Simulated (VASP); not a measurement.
# CsSnI3 (P4/mmm) in VASP: a series of runs

CsSnI3 is run at these levels: PBE; tasks: single point.

All numbers are computed with VASP 6.6.1; they aren't measurements. Logs are shortened: lines on timing, memory, paths and dates and some standing lists are left out, and cuts for length are marked.

## (1) The cell of the first run

It takes space group P4/mmm (No. 123, tetragonal). Conventional cell: a = 6.299 Å, b = 6.299 Å, c = 6.113 Å, α = 90.00°, β = 90.00°, γ = 90.00°. Cs (site symmetry 4/mmm) has 12 I at 4.39 to 4.45 Å and 8 Sn at 5.40 Å within 5.8 Å. Within 4.0 Å of Sn (site symmetry 4/mmm) lie 6 I at 3.06 to 3.15 Å. I (site symmetry mmm) has 2 Sn at 3.15 Å within 4.1 Å. I (site symmetry 4/mmm) has 2 Sn at 3.06 Å within 4.0 Å.

## (2) Single point, PBE (strain +0.015 along x and y, -0.015 along z)

Contents of INCAR:

```
PREC = Accurate
ENCUT = 520
EDIFF = 1E-6
ISMEAR = 0
SIGMA = 0.03
LREAL = F
LASPH = T
NELM = 100
ALGO = Normal
ISIF = 2
LWAVE = F
LCHARG = F
GGA = PE
NBANDS = 30
```

Contents of KPOINTS:

```
Automatic mesh
0
Gamma
  6 6 6
```

Contents of POSCAR:

```
CsSnI3
1.0
    6.2987855000      0.0000000000      0.0000000000
    0.0000000000      6.2987855000      0.0000000000
    0.0000000000      0.0000000000      6.1126145000
Cs Sn I
1 1 3
Direct
    0.0000000000      0.0000000000      0.0000000000
    0.5000000000      0.5000000000      0.5000000000
    0.0000000000      0.5000000000      0.5000000000
    0.5000000000      0.0000000000      0.5000000000
    0.5000000000      0.5000000000      0.0000000000
```

Potentials or basis: VASP PAW PBE potentials, release 64 (Cs_sv, Sn_d, I).

On the command line:

```sh
$ cat potpaw_PBE.64/Cs_sv/POTCAR potpaw_PBE.64/Sn_d/POTCAR potpaw_PBE.64/I/POTCAR > POTCAR
$ mpirun -np 1 vasp_std > vasp.out
```

OUTCAR:

```text
PREC = Accurate
   ENCUT = 520
   EDIFF = 1E-6
   ISMEAR = 0
   LREAL = F
   LASPH = T
   NELM = 100
   ISIF = 2
   GGA = PE

 ion  position               nearest neighbor table
   1  0.000  0.000  0.000-
   2  0.500  0.500  0.500-   5 3.06   5 3.06   3 3.15   4 3.15   4 3.15   3 3.15
   3  0.000  0.500  0.500-   2 3.15   2 3.15
   4  0.500  0.000  0.500-   2 3.15   2 3.15
   5  0.500  0.500  0.000-   2 3.06   2 3.06

  LATTYP: Found a simple tetragonal cell.
 ALAT       =     6.2987855000
 C/A-ratio  =     0.9704433498

  Lattice vectors:

 A1 = (   6.2987855000,   0.0000000000,   0.0000000000)
 A2 = (   0.0000000000,   6.2987855000,   0.0000000000)
 A3 = (   0.0000000000,   0.0000000000,   6.1126145000)

Analysis of symmetry for initial positions (statically):
=====================================================================
 Subroutine PRICEL returns:
 Original cell was already a primitive cell.

 Routine SETGRP: Setting up the symmetry group for a
 simple tetragonal supercell.

 Subroutine GETGRP returns: Found 16 space group operations
 (whereof 16 operations were pure point group operations)
 out of a pool of 16 trial point group operations.

The static configuration has the point symmetry D_4h.

Analysis of symmetry for dynamics (positions and initial velocities):
=====================================================================
 Subroutine PRICEL returns:
 Original cell was already a primitive cell.

 Routine SETGRP: Setting up the symmetry group for a
 simple tetragonal supercell.

 Subroutine GETGRP returns: Found 16 space group operations
 (whereof 16 operations were pure point group operations)
 out of a pool of 16 trial point group operations.

The dynamic configuration has the point symmetry D_4h.

 Subroutine INISYM returns: Found 16 space group operations
 (whereof 16 operations are pure point group operations),
 and found     1 'primitive' translations

----------------------------------------------------------------------------------------

                                     Primitive cell

  volume of cell :     242.5161

  direct lattice vectors                    reciprocal lattice vectors
     6.298785500  0.000000000  0.000000000     0.158760764  0.000000000  0.000000000
     0.000000000  6.298785500  0.000000000     0.000000000  0.158760764  0.000000000
     0.000000000  0.000000000  6.112614500     0.000000000  0.000000000  0.163596118

  length of vectors
     6.298785500  6.298785500  6.112614500     0.158760764  0.158760764  0.163596118

  position of ions in fractional coordinates (direct lattice)
     0.000000000  0.000000000  0.000000000
     0.500000000  0.500000000  0.500000000
     0.000000000  0.500000000  0.500000000
     0.500000000  0.000000000  0.500000000
     0.500000000  0.500000000  0.000000000

  ion indices of the primitive-cell ions
   primitive index   ion index
                 1           1
                 2           2
                 3           3
                 4           4
                 5           5

----------------------------------------------------------------------------------------

 KPOINTS: Automatic mesh

Automatic generation of k-mesh.
 Grid dimensions read from file:
 generate k-points for:    6    6    6

 Generating k-lattice:

  Cartesian coordinates                     Fractional coordinates (reciprocal lattice)
     0.026460127  0.000000000  0.000000000     0.166666667  0.000000000  0.000000000
     0.000000000  0.026460127  0.000000000     0.000000000  0.166666667  0.000000000
     0.000000000  0.000000000  0.027266020     0.000000000  0.000000000  0.166666667

  Length of vectors
     0.026460127  0.026460127  0.027266020

  Shift w.r.t. Gamma in fractional coordinates (k-lattice)
     0.000000000  0.000000000  0.000000000

 Subroutine IBZKPT returns following result:
 ===========================================

 Found     40 irreducible k-points:

 Following reciprocal coordinates:
            Coordinates               Weight
  0.000000  0.000000  0.000000      1.000000
  0.166667  0.000000  0.000000      4.000000
  0.333333  0.000000  0.000000      4.000000
  0.500000  0.000000  0.000000      2.000000
  0.166667  0.166667  0.000000      4.000000
  0.333333  0.166667  0.000000      8.000000
[... 16 lines left out ...]
  0.333333  0.000000  0.333333      8.000000
  0.500000  0.000000  0.333333      4.000000
 [... further k-points ...]
   k-points           NKPTS =     40   k-points in BZ     NKDIM =     40   number of bands    NBANDS=     30
   number of dos      NEDOS =    301   number of ions     NIONS =      5
   total plane-waves  NPLWV = 110592
   dimension x,y,z NGX =    48 NGY =   48 NGZ =   48
   dimension x,y,z NGXF=    96 NGYF=   96 NGZF=   96
   ions per type =               1   1   3
   NGX,Y,Z   is equivalent  to a cutoff of  12.67, 12.67, 13.05 a.u.
   NGXF,Y,Z  is equivalent  to a cutoff of  25.34, 25.34, 26.11 a.u.
 SYSTEM =  unknown system
   PREC   = accura    normal or accurate (medium, high low for compatibility)
   ISTART =      0    job   : 0-new  1-cont  2-samecut
   ICHARG =      2    charge: 1-file 2-atom 10-const
   ISPIN  =      1    spin polarized calculation?
   LNONCOLLINEAR =      F non collinear calculations
   LSORBIT =      F    spin-orbit coupling
   LASPH  =      T    aspherical Exc in radial PAW
   ENCUT  =  520.0 eV  38.22 Ry    6.18 a.u.  11.71 11.71 11.37*2*pi/ulx,y,z
   NELM   =    100;   NELMIN=  2; NELMDL= -5     # of ELM steps
   EDIFF  = 0.1E-05   stopping-criterion for ELM
   LREAL  =      F    real-space projection
   EDIFFG = 0.1E-04   stopping-criterion for IOM
   NSW    =      0    number of steps for IOM
   IBRION =     -1    ionic relax: 0-MD 1-quasi-New 2-CG
   NFREE  =      0    steps in history (QN), initial steepest desc. (CG)
   ISIF   =      2    stress and relaxation
   ISYM   =      2    0-nonsym 1-usesym 2-fastsym
   POTIM  = 0.5000    time-step for ionic-motion
   TEBEG  =    0.0;   TEEND  =   0.0 temperature during run
   PSTRESS=    0.0 pullay stress
   NELECT =      44.0000    total number of electrons
   NUPDOWN=      -1.0000    fix difference up-down
   EMIN   =  10.00;   EMAX   =-10.00  energy-range for DOS
   EFERMI =   0.00;   METHOD = LEGACY
   ISMEAR =     0;   SIGMA  =   0.03  broadening in eV -4-tet -1-fermi 0-gaus
   EFERMI_NEDOS =   21; number of points for ismear=-14 and -15
   IALGO  =     38    algorithm
   IMIX   =      4    mixing-type and parameters
     AMIX     =   0.40;   BMIX     =  1.00
     AMIX_MAG =   1.60;   BMIX_MAG =  1.00
  volume/ion in A,a.u.               =      48.50       327.32
  Fermi-wavevector in a.u.,A,eV,Ry     =   0.926785  1.751369 11.686450  0.858930
  Thomas-Fermi vector in A             =   2.052784
   LORBIT       =      0    0 simple, 1 ext, 2 COOP (PROOUT), +10 PAW based schemes
   GGA     = PE    functional components
   LHFCALC =     F    Hartree Fock is set to
   AEXX    =    0.0000 exact exchange contribution
   IVDW    =     0    specifies the selected vdW correction
   LEPSILON=     F    determine dielectric tensor
   LRPA    =     F    only Hartree local field effects (RPA)
 non-spin polarized calculation
 Gauss-broadening in eV      SIGMA  =   0.03
  energy-cutoff  :      520.00
  volume of cell :      242.52
 maximum number of plane-waves:      6572
 NGX is ok and might be reduce to    48
   NGX = 23   NGY = 23   NGZ = 23

 number of electron      43.9999994 magnetization

 Free energy of the ion-electron system (eV)
  ---------------------------------------------------
  ext. energy  EPLUGINS =         0.00000000
  ---------------------------------------------------
  free energy    TOTEN  =       -14.00664797 eV

  energy without entropy =      -14.00664797  energy(sigma->0) =      -14.00664797

 E-fermi :   2.8837     XC(G=0):  -7.4635

 val. band max:        2.7427639062   @ k =   0.5000   0.5000   0.5000
 cond. band min:       3.0383507080   @ k =   0.5000   0.5000   0.5000
 fundamental gap:      0.2955868018
 Fermi energy:         2.8837156486

 k-point     1 :       0.0000    0.0000    0.0000
  band No.  band energies     occupation
      1     -19.5483      2.00000
      2     -19.3526      2.00000
      3     -19.3510      2.00000
      4     -19.3378      2.00000
      5     -19.3308      2.00000
      6     -19.3308      2.00000
[... 22 lines left out ...]
     29       7.2020      0.00000
     30       7.2020      0.00000

 k-point     2 :       0.1667    0.0000    0.0000
  band No.  band energies     occupation
      1     -19.5482      2.00000
      2     -19.3524      2.00000
      3     -19.3509      2.00000
      4     -19.3378      2.00000
      5     -19.3308      2.00000
      6     -19.3308      2.00000
[... 22 lines left out ...]
     29       6.5128      0.00000
     30       7.1622      0.00000

 k-point     3 :       0.3333    0.0000    0.0000
  band No.  band energies     occupation
      1     -19.5481      2.00000
      2     -19.3520      2.00000
      3     -19.3506      2.00000
      4     -19.3379      2.00000
      5     -19.3308      2.00000
      6     -19.3308      2.00000
[... 22 lines left out ...]
     29       7.1097      0.00000
     30       7.3052      0.00000

 k-point     4 :       0.5000    0.0000    0.0000
  band No.  band energies     occupation
      1     -19.5480      2.00000
      2     -19.3519      2.00000
      3     -19.3505      2.00000
      4     -19.3379      2.00000
      5     -19.3309      2.00000
      6     -19.3307      2.00000
[... 616 lines left out ...]
     29       6.9042      0.00000
     30       7.3734      0.00000

 k-point    23 :       0.3333    0.0000    0.3333
  band No.  band energies     occupation
      1     -19.5477      2.00000
      2     -19.3520      2.00000
      3     -19.3492      2.00000
      4     -19.3379      2.00000
      5     -19.3310      2.00000
      6     -19.3309      2.00000
[... 22 lines left out ...]
     29       7.3638      0.00000
     30       7.4448      0.00000

 k-point    24 :       0.5000    0.0000    0.3333
  band No.  band energies     occupation
      1     -19.5476      2.00000
      2     -19.3518      2.00000
      3     -19.3491      2.00000
      4     -19.3379      2.00000
      5     -19.3310      2.00000
      6     -19.3309      2.00000
[... 22 lines left out ...]
     29       7.5101      0.00000
     30       7.7124      0.00000

 [... further k-points ...]

------------------------ aborting loop because EDIFF is reached ----------------------------------------

  FORCE on cell =-STRESS in cart. coord.  units (eV):
  Direction    XX          YY          ZZ          XY          YZ          ZX
  --------------------------------------------------------------------------------------
  -------------------------------------------------------------------------------------
  Total        0.0910942      0.0910942      1.7295748      0.0000000      0.0000000      0.0000000
  in kB        0.6018118      0.6018118     11.4263965      0.0000000      0.0000000      0.0000000
  external PRESSURE =       4.2100067 kB  Pullay stress =       0.0000000 kB

 VOLUME and BASIS-vectors are now :
 -----------------------------------------------------------------------------
  energy-cutoff  :      520.00
  volume of cell :      242.52
      direct lattice vectors                 reciprocal lattice vectors
     6.298785500  0.000000000  0.000000000     0.158760764  0.000000000  0.000000000
     0.000000000  6.298785500  0.000000000     0.000000000  0.158760764  0.000000000
     0.000000000  0.000000000  6.112614500     0.000000000  0.000000000  0.163596118

 POSITION                                       TOTAL-FORCE (eV/Angst)
 -----------------------------------------------------------------------------------
      0.00000      0.00000      0.00000         0.000000      0.000000      0.000000
      3.14939      3.14939      3.05631         0.000000      0.000000      0.000000
      0.00000      3.14939      3.05631         0.000000      0.000000      0.000000
      3.14939      0.00000      3.05631         0.000000      0.000000      0.000000
      3.14939      3.14939      0.00000         0.000000      0.000000      0.000000
 -----------------------------------------------------------------------------------
    total drift:                                0.000000     -0.000000     -0.000000

  FREE ENERGIE OF THE ION-ELECTRON SYSTEM (eV)
  ---------------------------------------------------
  free  energy   TOTEN  =       -14.0066479671 eV

  energy  without entropy=      -14.0066479671  energy(sigma->0) =      -14.00664797
```

It took 2 min on 1 thread of Intel Xeon 6975P-C (Granite Rapids), shared host; peak memory 0.49 GiB.

Results:

- Free energy: -14.0066 eV
- Pressure: 0.4 GPa
- Band gap on the k mesh: 0.30 eV

Caveat: the cell differs from its parent crystal (strain +0.015 along x and y, -0.015 along z); spin-orbit coupling is left out, which moves the levels of the heavy elements. A k mesh can miss the band edges.

## (3) Single point, PBE (strain +0.000 along x and y, +0.030 along z)

Contents of INCAR:

```
SYSTEM = CsSnI3
PREC = Accurate
ENCUT = 520
EDIFF = 1E-7
ISMEAR = 0
SIGMA = 0.03
LREAL = .FALSE.
LASPH = .TRUE.
NELM = 60
ALGO = Normal
ISIF = 2
LWAVE = .FALSE.
LCHARG = .FALSE.
GGA = PE
NBANDS = 30
```

Contents of KPOINTS:

```
regular mesh
0
G
  6 6 6
  0 0 0
```

POSCAR, as its differences from that of step 2:

```diff
@@ -2,5 +2,5 @@
 1.0
-    6.2987855000      0.0000000000      0.0000000000
-    0.0000000000      6.2987855000      0.0000000000
-    0.0000000000      0.0000000000      6.1126145000
+    6.2057000000      0.0000000000      0.0000000000
+    0.0000000000      6.2057000000      0.0000000000
+    0.0000000000      0.0000000000      6.3918710000
 Cs Sn I
```

Potentials or basis: VASP PAW PBE potentials, release 64 (Cs_sv, Sn_d, I).

On the command line:

```sh
$ cat potpaw_PBE.64/Cs_sv/POTCAR potpaw_PBE.64/Sn_d/POTCAR potpaw_PBE.64/I/POTCAR > POTCAR
$ mpirun -np 1 vasp_std > vasp.out
```

Wall time 2 min (1 thread of Intel Xeon 6975P-C (Granite Rapids), shared host); peak memory 0.5 GiB.

The run converged. Its results:

| Quantity | Value |
| --- | --- |
| Free energy | -14.0150 eV |
| Pressure | 0.2 GPa |
| Band gap on the k mesh | 0.31 eV |

Stress tensor (GPa, compression positive):
```
 0.47  0.00  0.00
 0.00  0.47  0.00
 0.00  0.00 -0.44
```

Levels at points of the mesh, in eV from the valence-band top:
| k point | band 20 | band 21 | band 22 | band 23 | band 24 | band 25 |
| --- | --- | --- | --- | --- | --- | --- |
| (0.00, 0.00, 0.00) | -2.04 | -2.04 | -2.02 | 2.28 | 3.23 | 3.30 |
| (0.50, 0.00, 0.00) | -2.16 | -2.14 | -1.43 | 1.19 | 3.82 | 3.93 |
| (0.50, 0.50, 0.00) | -2.39 | -1.59 | -0.62 | 0.85 | 0.85 | 3.61 |
| (0.00, 0.00, 0.50) | -2.14 | -2.14 | -1.62 | 1.15 | 3.70 | 4.01 |
| (0.50, 0.00, 0.50) | -2.38 | -1.65 | -0.80 | 0.79 | 0.94 | 4.15 |
| (0.50, 0.50, 0.50) | -1.64 | -1.58 | 0.00 | 0.31 | 0.49 | 0.49 |

Caveat: the cell differs from its parent crystal (strain +0.000 along x and y, +0.030 along z); spin-orbit coupling is left out, which moves the levels of the heavy elements. A k mesh can miss the band edges.
